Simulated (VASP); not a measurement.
# Ta2B2O (P4/mmm) in VASP: a series of runs

Ta2B2O is run at these levels: PBE; tasks: single point, relaxation of cell and atoms.

Everything below comes from runs of VASP 6.6.1. Logs are shortened: lines on timing, memory, paths and dates and some standing lists are left out, and cuts for length are marked.

## 1. The cell of the first run

Symmetry: P4/mmm, No. 123, tetragonal system. The conventional cell has a = 4.355 Å, b = 4.355 Å, c = 3.092 Å, α = 90.00°, β = 90.00°, γ = 90.00°. Within 3.2 Å of Ta (site symmetry mmm) lie 8 B at 2.31 to 3.18 Å and 4 O at 2.67 Å and 6 Ta at 3.08 to 3.09 Å. Within 2.1 Å of B (site symmetry 4mm) lie 2 B at 1.54 to 1.55 Å. Within 3.5 Å of O (site symmetry 4/mmm) lie 8 Ta at 2.67 Å and 2 O at 3.09 Å and 8 B at 3.17 Å.

The cell was built from a structure type or drawn by symmetry, and may not be a known phase.

## 2. Single point, PBE

INCAR

```
PREC = Accurate
ENCUT = 520
EDIFF = 1E-7
ISMEAR = 0
SIGMA = 0.1
LREAL = False
LASPH = True
NELM = 60
ALGO = Normal
ISIF = 2
LWAVE = False
LCHARG = False
GGA = PE
NBANDS = 25
```

KPOINTS

```
regular mesh
0
Gamma
  4 4 6
```

POSCAR

```
Ta2B2O
1.0
    4.3551275544      0.0000000000      0.0000000000
    0.0000000000      4.3551275544      0.0000000000
    0.0000000000      0.0000000000      3.0915897778
Ta B O
2 2 1
Direct
    0.0000000000      0.5000000000      0.5000000000
    0.5000000000      0.0000000000      0.5000000000
    0.5000000000      0.5000000000      0.7501946807
    0.5000000000      0.5000000000      0.2498053193
    0.0000000000      0.0000000000      0.0000000000
```

Potentials or basis: VASP PAW PBE potentials, release 64 (Ta_pv, B, O).

Run with:

```console
$ cat potpaw_PBE.64/Ta_pv/POTCAR potpaw_PBE.64/B/POTCAR potpaw_PBE.64/O/POTCAR > POTCAR
$ mpirun -np 1 vasp_std > vasp.out
```

OUTCAR:

```text
PREC = Accurate
   ENCUT = 520
   EDIFF = 1E-7
   ISMEAR = 0
   LREAL = False
   LASPH = True
   NELM = 60
   ISIF = 2
   GGA = PE

 ion  position               nearest neighbor table
   1  0.000  0.500  0.500-   3 2.31   4 2.31   3 2.31   4 2.31   5 2.67   5 2.67   5 2.67   5 2.67
                             2 3.08   2 3.08   2 3.08   2 3.08
   2  0.500  0.000  0.500-   3 2.31   4 2.31   3 2.31   4 2.31   5 2.67   5 2.67   5 2.67   5 2.67
                             1 3.08   1 3.08   1 3.08   1 3.08
   3  0.500  0.500  0.750-   4 1.54   4 1.55   1 2.31   2 2.31   2 2.31   1 2.31
   4  0.500  0.500  0.250-   3 1.54   3 1.55   2 2.31   1 2.31   2 2.31   1 2.31
   5  0.000  0.000  0.000-   1 2.67   2 2.67   1 2.67   2 2.67   1 2.67   1 2.67   2 2.67   2 2.67

  LATTYP: Found a simple tetragonal cell.
 ALAT       =     4.3551275544
 C/A-ratio  =     0.7098735316

  Lattice vectors:

 A1 = (   4.3551275544,   0.0000000000,   0.0000000000)
 A2 = (   0.0000000000,   4.3551275544,   0.0000000000)
 A3 = (   0.0000000000,   0.0000000000,   3.0915897778)

Analysis of symmetry for initial positions (statically):
=====================================================================
 Subroutine PRICEL returns:
 Original cell was already a primitive cell.

 Routine SETGRP: Setting up the symmetry group for a
 simple tetragonal supercell.

 Subroutine GETGRP returns: Found 16 space group operations
 (whereof 16 operations were pure point group operations)
 out of a pool of 16 trial point group operations.

The static configuration has the point symmetry D_4h.

Analysis of symmetry for dynamics (positions and initial velocities):
=====================================================================
 Subroutine PRICEL returns:
 Original cell was already a primitive cell.

 Routine SETGRP: Setting up the symmetry group for a
 simple tetragonal supercell.

 Subroutine GETGRP returns: Found 16 space group operations
 (whereof 16 operations were pure point group operations)
 out of a pool of 16 trial point group operations.

The dynamic configuration has the point symmetry D_4h.

 Subroutine INISYM returns: Found 16 space group operations
 (whereof 16 operations are pure point group operations),
 and found     1 'primitive' translations

----------------------------------------------------------------------------------------

                                     Primitive cell

  volume of cell :      58.6386

  direct lattice vectors                    reciprocal lattice vectors
     4.355127554  0.000000000  0.000000000     0.229614400  0.000000000  0.000000000
     0.000000000  4.355127554  0.000000000     0.000000000  0.229614400  0.000000000
     0.000000000  0.000000000  3.091589778     0.000000000  0.000000000  0.323458179

  length of vectors
     4.355127554  4.355127554  3.091589778     0.229614400  0.229614400  0.323458179

  position of ions in fractional coordinates (direct lattice)
     0.000000000  0.500000000  0.500000000
     0.500000000  0.000000000  0.500000000
     0.500000000  0.500000000  0.750194681
     0.500000000  0.500000000  0.249805319
     0.000000000  0.000000000  0.000000000

  ion indices of the primitive-cell ions
   primitive index   ion index
                 1           1
                 2           2
                 3           3
                 4           4
                 5           5

----------------------------------------------------------------------------------------

 KPOINTS: regular mesh

Automatic generation of k-mesh.
 Grid dimensions read from file:
 generate k-points for:    4    4    6

 Generating k-lattice:

  Cartesian coordinates                     Fractional coordinates (reciprocal lattice)
     0.057403600  0.000000000  0.000000000     0.250000000  0.000000000  0.000000000
     0.000000000  0.057403600  0.000000000     0.000000000  0.250000000  0.000000000
     0.000000000  0.000000000  0.053909697     0.000000000  0.000000000  0.166666667

  Length of vectors
     0.057403600  0.057403600  0.053909697

  Shift w.r.t. Gamma in fractional coordinates (k-lattice)
     0.000000000  0.000000000  0.000000000

 Subroutine IBZKPT returns following result:
 ===========================================

 Found     24 irreducible k-points:

 Following reciprocal coordinates:
            Coordinates               Weight
  0.000000  0.000000  0.000000      1.000000
  0.250000  0.000000  0.000000      4.000000
  0.500000  0.000000  0.000000      2.000000
  0.250000  0.250000  0.000000      4.000000
  0.500000  0.250000  0.000000      4.000000
  0.500000  0.500000  0.000000      1.000000
[... 16 lines left out ...]
  0.500000  0.250000  0.500000      4.000000
  0.500000  0.500000  0.500000      1.000000
   k-points           NKPTS =     24   k-points in BZ     NKDIM =     24   number of bands    NBANDS=     25
   number of dos      NEDOS =    301   number of ions     NIONS =      5
   total plane-waves  NPLWV =  24576
   dimension x,y,z NGX =    32 NGY =   32 NGZ =   24
   dimension x,y,z NGXF=    64 NGYF=   64 NGZF=   48
   ions per type =               2   2   1
   NGX,Y,Z   is equivalent  to a cutoff of  12.22, 12.22, 12.91 a.u.
   NGXF,Y,Z  is equivalent  to a cutoff of  24.43, 24.43, 25.81 a.u.
 SYSTEM =  unknown system
   PREC   = accura    normal or accurate (medium, high low for compatibility)
   ISTART =      0    job   : 0-new  1-cont  2-samecut
   ICHARG =      2    charge: 1-file 2-atom 10-const
   ISPIN  =      1    spin polarized calculation?
   LNONCOLLINEAR =      F non collinear calculations
   LSORBIT =      F    spin-orbit coupling
   LASPH  =      T    aspherical Exc in radial PAW
   ENCUT  =  520.0 eV  38.22 Ry    6.18 a.u.   8.10  8.10  5.75*2*pi/ulx,y,z
   NELM   =     60;   NELMIN=  2; NELMDL= -5     # of ELM steps
   EDIFF  = 0.1E-06   stopping-criterion for ELM
   LREAL  =      F    real-space projection
   EDIFFG = 0.1E-05   stopping-criterion for IOM
   NSW    =      0    number of steps for IOM
   IBRION =     -1    ionic relax: 0-MD 1-quasi-New 2-CG
   NFREE  =      0    steps in history (QN), initial steepest desc. (CG)
   ISIF   =      2    stress and relaxation
   ISYM   =      2    0-nonsym 1-usesym 2-fastsym
   POTIM  = 0.5000    time-step for ionic-motion
   TEBEG  =    0.0;   TEEND  =   0.0 temperature during run
   PSTRESS=    0.0 pullay stress
   NELECT =      34.0000    total number of electrons
   NUPDOWN=      -1.0000    fix difference up-down
   EMIN   =  10.00;   EMAX   =-10.00  energy-range for DOS
   EFERMI =   0.00;   METHOD = LEGACY
   ISMEAR =     0;   SIGMA  =   0.10  broadening in eV -4-tet -1-fermi 0-gaus
   EFERMI_NEDOS =   21; number of points for ismear=-14 and -15
   IALGO  =     38    algorithm
   IMIX   =      4    mixing-type and parameters
     AMIX     =   0.40;   BMIX     =  1.00
     AMIX_MAG =   1.60;   BMIX_MAG =  1.00
  volume/ion in A,a.u.               =      11.73        79.14
  Fermi-wavevector in a.u.,A,eV,Ry     =   1.365128  2.579717 25.355457  1.863573
  Thomas-Fermi vector in A             =   2.491383
   LORBIT       =      0    0 simple, 1 ext, 2 COOP (PROOUT), +10 PAW based schemes
   GGA     = PE    functional components
   LHFCALC =     F    Hartree Fock is set to
   AEXX    =    0.0000 exact exchange contribution
   IVDW    =     0    specifies the selected vdW correction
   LEPSILON=     F    determine dielectric tensor
   LRPA    =     F    only Hartree local field effects (RPA)
 non-spin polarized calculation
 Gauss-broadening in eV      SIGMA  =   0.10
  energy-cutoff  :      520.00
  volume of cell :       58.64
 maximum number of plane-waves:      1644
   NGX = 17   NGY = 17   NGZ = 11

 number of electron      34.0000010 magnetization

 Free energy of the ion-electron system (eV)
  ---------------------------------------------------
  ext. energy  EPLUGINS =         0.00000000
  ---------------------------------------------------
  free energy    TOTEN  =       -41.52168128 eV

  energy without entropy =      -41.48910599  energy(sigma->0) =      -41.50539363

 E-fermi :   6.1614     XC(G=0): -12.1956

 val. band max:        6.1555069135   @ k =   0.2500   0.0000   0.1667
 cond. band min:       6.1714061004   @ k =   0.0000   0.0000   0.3333
 fundamental gap:      0.0158991868
 Fermi energy:         6.1613701493

 k-point     1 :       0.0000    0.0000    0.0000
  band No.  band energies     occupation
      1     -29.0484      2.00000
      2     -29.0484      2.00000
      3     -28.6365      2.00000
      4     -28.6365      2.00000
      5     -28.6125      2.00000
      6     -28.5379      2.00000
[... 17 lines left out ...]
     24      11.0176      0.00000
     25      11.2899      0.00000

 k-point     2 :       0.2500    0.0000    0.0000
  band No.  band energies     occupation
      1     -29.0079      2.00000
      2     -29.0009      2.00000
      3     -28.6936      2.00000
      4     -28.6864      2.00000
      5     -28.6016      2.00000
      6     -28.5489      2.00000
[... 17 lines left out ...]
     24      10.0233      0.00000
     25      12.3475      0.00000

 k-point     3 :       0.5000    0.0000    0.0000
  band No.  band energies     occupation
      1     -28.9432      2.00000
      2     -28.9288      2.00000
      3     -28.7748      2.00000
      4     -28.7608      2.00000
      5     -28.5758      2.00000
      6     -28.5746      2.00000
[... 552 lines left out ...]
 k-point    23 :       0.5000    0.2500    0.5000
  band No.  band energies     occupation
      1     -29.0440      2.00000
      2     -28.9482      2.00000
      3     -28.9468      2.00000
      4     -28.9054      2.00000
      5     -28.7444      2.00000
      6     -28.5421      2.00000
[... 17 lines left out ...]
     24      10.4371      0.00000
     25      12.0490      0.00000

 k-point    24 :       0.5000    0.5000    0.5000
  band No.  band energies     occupation
      1     -29.1062      2.00000
      2     -28.9808      2.00000
      3     -28.9467      2.00000
      4     -28.9467      2.00000
      5     -28.6826      2.00000
      6     -28.4672      2.00000
[... 17 lines left out ...]
     24      10.8862      0.00000
     25      12.5217      0.00000

------------------------ aborting loop because EDIFF is reached ----------------------------------------

  FORCE on cell =-STRESS in cart. coord.  units (eV):
  Direction    XX          YY          ZZ          XY          YZ          ZX
  --------------------------------------------------------------------------------------
  -------------------------------------------------------------------------------------
  Total        0.1206701      0.1206701     -0.0712422      0.0000000     -0.0000000      0.0000000
  in kB        3.2970594      3.2970594     -1.9465449      0.0000000     -0.0000000      0.0000000
  external PRESSURE =       1.5491913 kB  Pullay stress =       0.0000000 kB

 VOLUME and BASIS-vectors are now :
 -----------------------------------------------------------------------------
  energy-cutoff  :      520.00
  volume of cell :       58.64
      direct lattice vectors                 reciprocal lattice vectors
     4.355127554  0.000000000  0.000000000     0.229614400  0.000000000  0.000000000
     0.000000000  4.355127554  0.000000000     0.000000000  0.229614400  0.000000000
     0.000000000  0.000000000  3.091589778     0.000000000  0.000000000  0.323458179

 POSITION                                       TOTAL-FORCE (eV/Angst)
 -----------------------------------------------------------------------------------
      0.00000      2.17756      1.54579         0.000000      0.000000      0.000000
      2.17756      0.00000      1.54579         0.000000      0.000000      0.000000
      2.17756      2.17756      2.31929         0.000000      0.000000      0.026767
      2.17756      2.17756      0.77230         0.000000     -0.000000     -0.026767
      0.00000      0.00000      0.00000         0.000000      0.000000      0.000000
 -----------------------------------------------------------------------------------
    total drift:                                0.000000      0.000000     -0.000000

  FREE ENERGIE OF THE ION-ELECTRON SYSTEM (eV)
  ---------------------------------------------------
  free  energy   TOTEN  =       -41.5216812765 eV

  energy  without entropy=      -41.4891059870  energy(sigma->0) =      -41.50539363
```

Wall time 19 s (1 thread of AMD EPYC 9R45 (Zen 5), shared host); peak memory 0.15 GiB.

What came out:

- Free energy: -41.5217 eV
- Pressure: 0.2 GPa
- Largest force: 0.027 eV/Å
- Band gap on the k mesh: zero (bands 17 and 18 overlap by 0.96 eV)

Forces on the atoms (eV/Å):
```
Ta   0.000  0.000  0.000
Ta   0.000  0.000  0.000
B    0.000  0.000  0.027
B    0.000  0.000 -0.027
O    0.000  0.000  0.000
```

Caveat: the k points lie up to 0.36 Å⁻¹ apart, too coarse for converged energies and pressures of a metal; spin-orbit coupling is left out, which moves the levels of the heavy elements.

[end of part 1 of 2]
